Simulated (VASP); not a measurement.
# Sn (I4_1/amd) in VASP: relaxation of cell and atoms with PBE

Aim: the relaxation of cell and atoms of Sn with PBE.

Program: VASP 6.6.1. These are calculated values, not measurements. Logs are shortened: lines on timing, memory, paths and dates and some standing lists are left out, and cuts for length are marked.

### 1 The cell of the first run

Symmetry: I4_1/amd, No. 141, tetragonal system. The conventional cell has a = 5.648 Å, b = 5.648 Å, c = 3.044 Å, α = 90.00°, β = 90.00°, γ = 90.00°. Sn (site symmetry -4m2) has 10 Sn at 2.92 to 3.63 Å within 3.9 Å.

### 2 Relaxation of cell and atoms, PBE, target pressure 10.9 GPa, at which the enthalpy is minimised

Input file INCAR:

```
PREC = Accurate
ENCUT = 600
EDIFF = 1E-6
ISMEAR = -1
SIGMA = 0.15
LREAL = False
LASPH = True
NELM = 100
ALGO = Fast
ISIF = 3
LWAVE = False
LCHARG = False
GGA = PE
IBRION = 2
NSW = 80
EDIFFG = -0.001
PSTRESS = 109.0
```

Input file KPOINTS:

```
regular mesh
0
Gamma
  16 16 16
```

Input file POSCAR:

```
Sn
1.0
   -2.8242242302      2.8242242302      1.5222252635
    2.8242242302     -2.8242242302      1.5222252635
    2.8242242302      2.8242242302     -1.5222252635
Sn
2
Direct
    0.0000000000      0.0000000000      0.0000000000
    0.7500000000      0.2500000000      0.5000000000
```

Potentials or basis: VASP PAW PBE potentials, release 64 (Sn_d).

On the command line:

```bash
$ cat potpaw_PBE.64/Sn_d/POTCAR > POTCAR
$ mpirun -np 1 vasp_std > vasp.out
```

OUTCAR:

```text
PREC = Accurate
   ENCUT = 600
   EDIFF = 1E-6
   ISMEAR = -1
   LREAL = False
   LASPH = True
   NELM = 100
   ISIF = 3
   GGA = PE
   IBRION = 2
   NSW = 80
   EDIFFG = -0.001
   PSTRESS = 109.0

 ion  position               nearest neighbor table
   1  0.000  0.000  0.000-   2 2.92   2 2.92   2 2.92   2 2.92   2 3.63   2 3.63   2 3.63   2 3.63

   2  0.750  0.250  0.500-   1 2.92   1 2.92   1 2.92   1 2.92   1 3.63   1 3.63   1 3.63   1 3.63

  LATTYP: Found a body centered tetragonal cell.
 ALAT       =     5.6484484604
 C/A-ratio  =     0.5389888123

  Lattice vectors:

 A1 = (  -2.8242242302,   2.8242242302,   1.5222252635)
 A2 = (   2.8242242302,  -2.8242242302,   1.5222252635)
 A3 = (   2.8242242302,   2.8242242302,  -1.5222252635)

Analysis of symmetry for initial positions (statically):
=====================================================================
 Subroutine PRICEL returns:
 Original cell was already a primitive cell.

 Routine SETGRP: Setting up the symmetry group for a
 body centered tetragonal supercell.

 Subroutine GETGRP returns: Found 16 space group operations
 (whereof  8 operations were pure point group operations)
 out of a pool of 16 trial point group operations.

The static configuration has the point symmetry D_2d.
 The point group associated with its full space group is D_4h.

Analysis of symmetry for dynamics (positions and initial velocities):
=====================================================================
 Subroutine PRICEL returns:
 Original cell was already a primitive cell.

 Routine SETGRP: Setting up the symmetry group for a
 body centered tetragonal supercell.

 Subroutine GETGRP returns: Found 16 space group operations
 (whereof  8 operations were pure point group operations)
 out of a pool of 16 trial point group operations.

The dynamic configuration has the point symmetry D_2d.
 The point group associated with its full space group is D_4h.

 Subroutine INISYM returns: Found 16 space group operations
 (whereof  8 operations are pure point group operations),
 and found     1 'primitive' translations

----------------------------------------------------------------------------------------

                                     Primitive cell

  volume of cell :      48.5666
[... 105 lines left out ...]
   EFERMI_NEDOS =   21; number of points for ismear=-14 and -15
   IALGO  =     68    algorithm
   IMIX   =      4    mixing-type and parameters
     AMIX     =   0.40;   BMIX     =  1.00
     AMIX_MAG =   1.60;   BMIX_MAG =  1.00
  volume/ion in A,a.u.               =      24.28       163.87
  Fermi-wavevector in a.u.,A,eV,Ry     =   1.362537  2.574822 25.259326  1.856508
  Thomas-Fermi vector in A             =   2.489018
   LORBIT       =      0    0 simple, 1 ext, 2 COOP (PROOUT), +10 PAW based schemes
   GGA     = PE    functional components
   LHFCALC =     F    Hartree Fock is set to
   AEXX    =    0.0000 exact exchange contribution
   IVDW    =     0    specifies the selected vdW correction
   LEPSILON=     F    determine dielectric tensor
   LRPA    =     F    only Hartree local field effects (RPA)
 conjugate gradient relaxation of ions
 non-spin polarized calculation
 RMM-DIIS sequential band-by-band and
  energy-cutoff  :      600.00
  volume of cell :       48.57
 maximum number of plane-waves:      1650
 NGX is ok and might be reduce to    36
   NGX = 17   NGY = 17   NGZ = 17

--------------------------------------- Ionic step        1  -------------------------------------------

 number of electron      27.9999996 magnetization

 Free energy of the ion-electron system (eV)
  ---------------------------------------------------
  ext. energy  EPLUGINS =         0.00000000
  ---------------------------------------------------
  free energy    TOTEN  =        -7.40277393 eV

  energy without entropy =       -7.34316537  energy(sigma->0) =       -7.37296965

------------------------ aborting loop because EDIFF is reached ----------------------------------------

  FORCE on cell =-STRESS in cart. coord.  units (eV):
  Direction    XX          YY          ZZ          XY          YZ          ZX
  --------------------------------------------------------------------------------------
  -------------------------------------------------------------------------------------
  Total        3.3368517      3.3368517      3.3062986      0.0000000     -0.0000000      0.0000000
  in kB      110.0804570    110.0804570    109.0725294      0.0000000     -0.0000000      0.0000000
  external PRESSURE =       0.7444811 kB  Pullay stress =     109.0000000 kB
[... 97 lines left out ...]
  energy  without entropy=       -7.3473077921  energy(sigma->0) =       -7.37715660

  enthalpy is  TOTEN    =        -4.0986948615 eV   P V=        3.3083105375

[... ionic steps 4 to 35 ...]

--------------------------------------- Ionic step       36  -------------------------------------------

 number of electron      27.9999997 magnetization

------------------------ aborting loop because EDIFF is reached ----------------------------------------
[... 71 lines left out ...]
--------------------------------------- Ionic step       38  -------------------------------------------

 number of electron      27.9999997 magnetization

 Free energy of the ion-electron system (eV)
  ---------------------------------------------------
  ext. energy  EPLUGINS =         0.00000000
  ---------------------------------------------------
  free energy    TOTEN  =        -7.40624459 eV

  energy without entropy =       -7.34656654  energy(sigma->0) =       -7.37640557

 E-fermi :   9.4287     XC(G=0): -10.8344

 val. band max:        9.4216374763   @ k =   0.4375   0.3750   0.0000
 cond. band min:       9.4315278688   @ k =   0.5000   0.1250   0.0625
 fundamental gap:      0.0098903925
 Fermi energy:         9.4286679331

 k-point     1 :       0.0000    0.0000    0.0000
  band No.  band energies     occupation
      1     -12.4341      2.00000
      2     -12.3312      2.00000
      3     -12.2736      2.00000
      4     -12.2647      2.00000
      5     -12.0330      2.00000
      6     -12.0330      2.00000
[... 481 lines left out ...]
      5     -12.0351      2.00000
      6     -12.0309      2.00000
[... 10 lines left out ...]
     17      15.8612      0.00000
     18      17.2810      0.00000

 [... further k-points ...]

------------------------ aborting loop because EDIFF is reached ----------------------------------------

  FORCE on cell =-STRESS in cart. coord.  units (eV):
  Direction    XX          YY          ZZ          XY          YZ          ZX
  --------------------------------------------------------------------------------------
  -------------------------------------------------------------------------------------
  Total        3.3066081      3.3066081      3.3074344      0.0000000      0.0000000      0.0000000
  in kB      108.9690368    108.9690368    108.9962691      0.0000000      0.0000000      0.0000000
  external PRESSURE =      -0.0218858 kB  Pullay stress =     109.0000000 kB
[... 21 lines left out ...]
  energy  without entropy=       -7.3465665379  energy(sigma->0) =       -7.37640557

  enthalpy is  TOTEN    =        -4.0986969445 eV   P V=        3.3075476498

 reached required accuracy - stopping structural energy minimisation
```

CONTCAR:

```text
Sn
   1.00000000000000
    -2.8260104322894963    2.8260104322894963    1.5218879598210975
     2.8260104322894963   -2.8260104322894963    1.5218879598210975
     2.8260104322894963    2.8260104322894963   -1.5218879598210975
  Sn
     2
Direct
     0.0000000000000000    0.0000000000000000    0.0000000000000000
     0.7500000000000000    0.2500000000000000    0.5000000000000000

  0.00000000E+00  0.00000000E+00  0.00000000E+00
  0.00000000E+00  0.00000000E+00  0.00000000E+00
```

It took 40 min on 1 thread of Intel Xeon Platinum 8488C (Sapphire Rapids), shared host; peak memory 0.48 GiB.

What came out:

| Property | Result |
| --- | --- |
| Free energy | -7.4062 eV |
| Relaxed volume | 24.31 Å³/atom |
| Relaxed cell | a = 4.277 Å, b = 4.277 Å, c = 4.277 Å, α = 97.28°, β = 97.28°, γ = 138.31° |
| Space group after relaxing (to 0.1 Å) | I4_1/amd (No. 141) |
| Energy change on relaxing (the run minimises the enthalpy) | -1.7 meV/atom |
| Ionic steps | 38 |
| Pressure after relaxing | 10.9 GPa |
| Band gap on the k mesh | zero (bands 14 and 15 overlap by 4.89 eV) |

Step by step:
| step | energy change (eV) | largest force (eV/Å) | pressure (GPa) | volume (Å³) |
| --- | --- | --- | --- | --- |
| 1 | 0.0000 | 0.0000 | 10.97 | 48.57 |
| 2 | -0.0054 | 0.0000 | 10.88 | 48.65 |
| 3 | -0.0042 | 0.0000 | 10.90 | 48.63 |
| 4 | -0.0048 | 0.0000 | 10.87 | 48.64 |
| 5 | -0.0044 | 0.0000 | 10.91 | 48.63 |
| 6 | -0.0046 | 0.0000 | 10.90 | 48.63 |
| 7 | -0.0043 | 0.0000 | 10.86 | 48.63 |
| 8 | -0.0033 | 0.0000 | 10.95 | 48.62 |
| 9 | -0.0041 | 0.0000 | 10.90 | 48.63 |
| 10 | -0.0042 | 0.0000 | 10.88 | 48.63 |
| 11 | -0.0042 | 0.0000 | 10.88 | 48.63 |
| 12 | -0.0043 | 0.0000 | 10.87 | 48.63 |
| 13 | -0.0040 | 0.0000 | 10.91 | 48.62 |
| 14 | -0.0041 | 0.0000 | 10.90 | 48.63 |
| 15 | -0.0041 | 0.0000 | 10.88 | 48.63 |
| 16 | -0.0041 | 0.0000 | 10.88 | 48.63 |
| 17 | -0.0041 | 0.0000 | 10.88 | 48.63 |
| 18 | -0.0039 | 0.0000 | 10.86 | 48.62 |
| 19 | -0.0036 | 0.0000 | 10.93 | 48.62 |
| 20 | -0.0037 | 0.0000 | 10.93 | 48.62 |
| 21 | -0.0038 | 0.0000 | 10.91 | 48.62 |
| 22 | -0.0039 | 0.0000 | 10.89 | 48.62 |
| 23 | -0.0038 | 0.0000 | 10.88 | 48.62 |
| 24 | -0.0038 | 0.0000 | 10.88 | 48.62 |
| 25 | -0.0037 | 0.0000 | 10.87 | 48.62 |
| 26 | -0.0034 | 0.0000 | 10.92 | 48.62 |
| 27 | -0.0036 | 0.0000 | 10.93 | 48.62 |
| 28 | -0.0037 | 0.0000 | 10.91 | 48.62 |
| 29 | -0.0037 | 0.0000 | 10.90 | 48.62 |
| 30 | -0.0037 | 0.0000 | 10.88 | 48.62 |
| 31 | -0.0037 | 0.0000 | 10.89 | 48.62 |
| 32 | -0.0037 | 0.0000 | 10.89 | 48.62 |
| 33 | -0.0036 | 0.0000 | 10.89 | 48.62 |
| 34 | -0.0035 | 0.0000 | 10.87 | 48.62 |
| 35 | -0.0033 | 0.0000 | 10.92 | 48.61 |
| 36 | -0.0034 | 0.0000 | 10.92 | 48.62 |
| 37 | -0.0034 | 0.0000 | 10.91 | 48.62 |
| 38 | -0.0035 | 0.0000 | 10.90 | 48.62 |

Final structure:
```
CELL_PARAMETERS angstrom
-2.82601 2.82601 1.52189
2.82601 -2.82601 1.52189
2.82601 2.82601 -1.52189
ATOMIC_POSITIONS crystal
Sn 0.00000 0.00000 0.00000
Sn 0.75000 0.25000 0.50000
```

Caveat: the cell is relaxed towards a set pressure, so the run minimises the enthalpy, not the energy; spin-orbit coupling is left out, which moves the levels of the heavy elements.
